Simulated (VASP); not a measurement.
# OH2 in VASP: notebook

Runs on OH2. Level: PBE. Tasks: single point.

Program: VASP 6.6.1. These are calculated values, not measurements. Logs are shortened: lines on timing, memory, paths and dates and some standing lists are left out, and cuts for length are marked.

## (1) The cell of the first run

The cell holds a cluster in a box, 3 atoms: a = 9.000 Å, b = 9.500 Å, c = 10.000 Å, α = 90.00°, β = 90.00°, γ = 90.00°.

## (2) Single point, PBE

INCAR reads:

```
SYSTEM = H2O
PREC = Accurate
ENCUT = 520
EDIFF = 1E-6
ISMEAR = 0
SIGMA = 0.01
LREAL = .False.
LASPH = .True.
NELM = 120
ALGO = Normal
ISIF = 2
LWAVE = .False.
LCHARG = .False.
GGA = PE
NBANDS = 11
GGA_COMPAT = .False.
```

KPOINTS reads:

```
regular mesh
0
Gamma
  1 1 1
  0 0 0
```

POSCAR reads:

```
H2O
1.0
    9.0000000000      0.0000000000      0.0000000000
    0.0000000000      9.5000000000      0.0000000000
    0.0000000000      0.0000000000     10.0000000000
O H
1 2
Direct
    0.5000000000      0.5000000000      0.5000000000
    0.5850000000      0.5000000000      0.5600000000
    0.4150000000      0.5000000000      0.5600000000
```

Potentials or basis: VASP PAW PBE potentials, release 64 (O, H).

Launch:

```sh
> cat potpaw_PBE.64/O/POTCAR potpaw_PBE.64/H/POTCAR > POTCAR
> mpirun -np 1 vasp_gam > vasp.out
```

OUTCAR:

```text
SYSTEM = H2O
   PREC = Accurate
   ENCUT = 520
   EDIFF = 1E-6
   ISMEAR = 0
   LREAL = .False.
   LASPH = .True.
   NELM = 120
   ISIF = 2
   GGA = PE

 ion  position               nearest neighbor table
   1  0.500  0.500  0.500-   2 0.97   3 0.97
   2  0.585  0.500  0.560-   1 0.97
   3  0.415  0.500  0.560-   1 0.97

  LATTYP: Found a simple orthorhombic cell.
 ALAT       =     9.0000000000
 B/A-ratio  =     1.0555555556
 C/A-ratio  =     1.1111111111

  Lattice vectors:

 A1 = (   9.0000000000,   0.0000000000,   0.0000000000)
 A2 = (   0.0000000000,   9.5000000000,   0.0000000000)
 A3 = (   0.0000000000,   0.0000000000,  10.0000000000)

Analysis of symmetry for initial positions (statically):
=====================================================================
 Subroutine PRICEL returns:
 Original cell was already a primitive cell.

 Routine SETGRP: Setting up the symmetry group for a
 simple orthorhombic supercell.

 Subroutine GETGRP returns: Found  4 space group operations
 (whereof  4 operations were pure point group operations)
 out of a pool of  8 trial point group operations.

The static configuration has the point symmetry C_2v.

Analysis of symmetry for dynamics (positions and initial velocities):
=====================================================================
 Subroutine PRICEL returns:
 Original cell was already a primitive cell.

 Routine SETGRP: Setting up the symmetry group for a
 simple orthorhombic supercell.

 Subroutine GETGRP returns: Found  4 space group operations
 (whereof  4 operations were pure point group operations)
 out of a pool of  8 trial point group operations.

The dynamic configuration has the point symmetry C_2v.

 Subroutine INISYM returns: Found  4 space group operations
 (whereof  4 operations are pure point group operations),
 and found     1 'primitive' translations

----------------------------------------------------------------------------------------

                                     Primitive cell

  volume of cell :     855.0000

  direct lattice vectors                    reciprocal lattice vectors
     9.000000000  0.000000000  0.000000000     0.111111111  0.000000000  0.000000000
     0.000000000  9.500000000  0.000000000     0.000000000  0.105263158  0.000000000
     0.000000000  0.000000000 10.000000000     0.000000000  0.000000000  0.100000000

  length of vectors
     9.000000000  9.500000000 10.000000000     0.111111111  0.105263158  0.100000000

  position of ions in fractional coordinates (direct lattice)
     0.500000000  0.500000000  0.500000000
     0.585000000  0.500000000  0.560000000
     0.415000000  0.500000000  0.560000000

  ion indices of the primitive-cell ions
   primitive index   ion index
                 1           1
                 2           2
                 3           3

----------------------------------------------------------------------------------------

 KPOINTS: regular mesh

Automatic generation of k-mesh.
 Grid dimensions read from file:
 generate k-points for:    1    1    1

 Generating k-lattice:

  Cartesian coordinates                     Fractional coordinates (reciprocal lattice)
     0.111111111  0.000000000  0.000000000     1.000000000  0.000000000  0.000000000
     0.000000000  0.105263158  0.000000000     0.000000000  1.000000000  0.000000000
     0.000000000  0.000000000  0.100000000     0.000000000  0.000000000  1.000000000

  Length of vectors
     0.111111111  0.105263158  0.100000000

  Shift w.r.t. Gamma in fractional coordinates (k-lattice)
     0.000000000  0.000000000  0.000000000

 Subroutine IBZKPT returns following result:
 ===========================================

 Found      1 irreducible k-points:

 Following reciprocal coordinates:
            Coordinates               Weight
  0.000000  0.000000  0.000000      1.000000
   k-points           NKPTS =      1   k-points in BZ     NKDIM =      1   number of bands    NBANDS=     11
   number of dos      NEDOS =    301   number of ions     NIONS =      3
   total plane-waves  NPLWV = 403200
   dimension x,y,z NGX =    70 NGY =   72 NGZ =   80
   dimension x,y,z NGXF=   140 NGYF=  144 NGZF=  160
   ions per type =               1   2
   NGX,Y,Z   is equivalent  to a cutoff of  12.93, 12.60, 13.30 a.u.
   NGXF,Y,Z  is equivalent  to a cutoff of  25.86, 25.20, 26.60 a.u.
 SYSTEM =  H2O
   PREC   = accura    normal or accurate (medium, high low for compatibility)
   ISTART =      0    job   : 0-new  1-cont  2-samecut
   ICHARG =      2    charge: 1-file 2-atom 10-const
   ISPIN  =      1    spin polarized calculation?
   LNONCOLLINEAR =      F non collinear calculations
   LSORBIT =      F    spin-orbit coupling
   LASPH  =      T    aspherical Exc in radial PAW
   ENCUT  =  520.0 eV  38.22 Ry    6.18 a.u.  16.73 17.66 18.59*2*pi/ulx,y,z
   NELM   =    120;   NELMIN=  2; NELMDL= -5     # of ELM steps
   EDIFF  = 0.1E-05   stopping-criterion for ELM
   LREAL  =      F    real-space projection
   EDIFFG = 0.1E-04   stopping-criterion for IOM
   NSW    =      0    number of steps for IOM
   IBRION =     -1    ionic relax: 0-MD 1-quasi-New 2-CG
   NFREE  =      0    steps in history (QN), initial steepest desc. (CG)
   ISIF   =      2    stress and relaxation
   ISYM   =      2    0-nonsym 1-usesym 2-fastsym
   POTIM  = 0.5000    time-step for ionic-motion
   TEBEG  =    0.0;   TEEND  =   0.0 temperature during run
   PSTRESS=    0.0 pullay stress
   NELECT =       8.0000    total number of electrons
   NUPDOWN=      -1.0000    fix difference up-down
   EMIN   =  10.00;   EMAX   =-10.00  energy-range for DOS
   EFERMI =   0.00;   METHOD = LEGACY
   ISMEAR =     0;   SIGMA  =   0.01  broadening in eV -4-tet -1-fermi 0-gaus
   EFERMI_NEDOS =   21; number of points for ismear=-14 and -15
   IALGO  =     38    algorithm
   IMIX   =      4    mixing-type and parameters
     AMIX     =   0.40;   BMIX     =  1.00
     AMIX_MAG =   1.60;   BMIX_MAG =  1.00
  volume/ion in A,a.u.               =     285.00      1923.27
  Fermi-wavevector in a.u.,A,eV,Ry     =   0.344971  0.651901  1.619163  0.119005
  Thomas-Fermi vector in A             =   1.252406
   LORBIT       =      0    0 simple, 1 ext, 2 COOP (PROOUT), +10 PAW based schemes
   GGA     = PE    functional components
   LHFCALC =     F    Hartree Fock is set to
   AEXX    =    0.0000 exact exchange contribution
   IVDW    =     0    specifies the selected vdW correction
   LEPSILON=     F    determine dielectric tensor
   LRPA    =     F    only Hartree local field effects (RPA)
 non-spin polarized calculation
 Gauss-broadening in eV      SIGMA  =   0.01
  energy-cutoff  :      520.00
  volume of cell :      855.00
 maximum number of plane-waves:     11510
 NGX is ok and might be reduce to    70
   NGX = 33   NGY = 35   NGZ = 37

 number of electron       7.9999998 magnetization

 Free energy of the ion-electron system (eV)
  ---------------------------------------------------
  ext. energy  EPLUGINS =         0.00000000
  ---------------------------------------------------
  free energy    TOTEN  =       -14.23357678 eV

  energy without entropy =      -14.23357678  energy(sigma->0) =      -14.23357678

 E-fermi :  -7.0030     XC(G=0):  -0.6360

 val. band max:       -7.1118766398   @ k =   0.0000   0.0000   0.0000
 cond. band min:      -1.0111378186   @ k =   0.0000   0.0000   0.0000
 fundamental gap:      6.1007388212
 Fermi energy:        -7.0030081359

 k-point     1 :       0.0000    0.0000    0.0000
  band No.  band energies     occupation
      1     -25.1970      2.00000
      2     -12.9464      2.00000
      3      -9.2007      2.00000
      4      -7.1119      2.00000
      5      -1.0111      0.00000
      6       0.6080      0.00000
      7       0.9288      0.00000
      8       1.1294      0.00000
      9       1.2171      0.00000
     10       1.4295      0.00000
     11       1.5359      0.00000

------------------------ aborting loop because EDIFF is reached ----------------------------------------

  FORCE on cell =-STRESS in cart. coord.  units (eV):
  Direction    XX          YY          ZZ          XY          YZ          ZX
  --------------------------------------------------------------------------------------
  -------------------------------------------------------------------------------------
  Total       -0.0040093     -0.0543715     -0.1240940      0.0000000      0.0000000      0.0000000
  in kB       -0.0075131     -0.1018864     -0.2325387      0.0000000      0.0000000      0.0000000
  external PRESSURE =      -0.1139794 kB  Pullay stress =       0.0000000 kB

 VOLUME and BASIS-vectors are now :
 -----------------------------------------------------------------------------
  energy-cutoff  :      520.00
  volume of cell :      855.00
      direct lattice vectors                 reciprocal lattice vectors
     9.000000000  0.000000000  0.000000000     0.111111111  0.000000000  0.000000000
     0.000000000  9.500000000  0.000000000     0.000000000  0.105263158  0.000000000
     0.000000000  0.000000000 10.000000000     0.000000000  0.000000000  0.100000000

 POSITION                                       TOTAL-FORCE (eV/Angst)
 -----------------------------------------------------------------------------------
      4.50000      4.75000      5.00000         0.000000      0.000000      0.078372
      5.26500      4.75000      5.60000         0.029516     -0.000000     -0.039186
      3.73500      4.75000      5.60000        -0.029516      0.000000     -0.039186
 -----------------------------------------------------------------------------------
    total drift:                                0.000000     -0.000000      0.000000

  FREE ENERGIE OF THE ION-ELECTRON SYSTEM (eV)
  ---------------------------------------------------
  free  energy   TOTEN  =       -14.2335767782 eV

  energy  without entropy=      -14.2335767782  energy(sigma->0) =      -14.23357678
```

Run time: 49 s. Hardware: 1 thread of Intel Xeon Platinum 8259CL at 2.50GHz (Skylake/Cascade Lake), shared host; peak memory 0.76 GiB.

What came out:

- Free energy: -14.2336 eV
- Largest force: 0.078 eV/Å
- Gap between the frontier levels: 6.10 eV

Forces in eV/Å, atoms in the order of the input:
```
O    0.000  0.000  0.078
H    0.030  0.000 -0.039
H   -0.030  0.000 -0.039
```

Levels at points of the mesh, in eV from the valence-band top:
```csv
k point,band 1,band 2,band 3,band 4,band 5,band 6,band 7,band 8,band 9
"(0.00, 0.00, 0.00)",-18.09,-5.83,-2.09,0.00,6.10,7.72,8.04,8.24,8.33
```

## (3) Single point, PBE

INCAR reads:

```
PREC = Accurate
ENCUT = 520
EDIFF = 1E-6
ISMEAR = 0
SIGMA = 0.01
LREAL = False
LASPH = True
NELM = 120
ALGO = Normal
ISIF = 2
LWAVE = False
LCHARG = False
GGA = PE
NBANDS = 11
GGA_COMPAT = False
```

KPOINTS reads:

```
regular mesh
0
Gamma
  1 1 1
```

POSCAR is that of step 2.

Potentials or basis: VASP PAW PBE potentials, release 64 (O, H).

Launch:

```sh
> cat potpaw_PBE.64/O/POTCAR potpaw_PBE.64/H/POTCAR > POTCAR
> mpirun -np 1 vasp_gam > vasp.out
```

It took 50 s on 1 thread of Intel Xeon Platinum 8259CL at 2.50GHz (Skylake/Cascade Lake), shared host; peak memory 0.75 GiB.

Results (log left out):

- Free energy: -14.2336 eV
- Largest force: 0.078 eV/Å
- Gap between the frontier levels: 6.10 eV

Forces on the atoms (eV/Å):
```
O    0.000  0.000  0.078
H    0.030  0.000 -0.039
H   -0.030  0.000 -0.039
```

Levels at points of the mesh, in eV from the valence-band top:
| k point | band 1 | band 2 | band 3 | band 4 | band 5 | band 6 | band 7 | band 8 | band 9 |
| --- | --- | --- | --- | --- | --- | --- | --- | --- | --- |
| (0.00, 0.00, 0.00) | -18.09 | -5.83 | -2.09 | 0.00 | 6.10 | 7.72 | 8.04 | 8.24 | 8.33 |
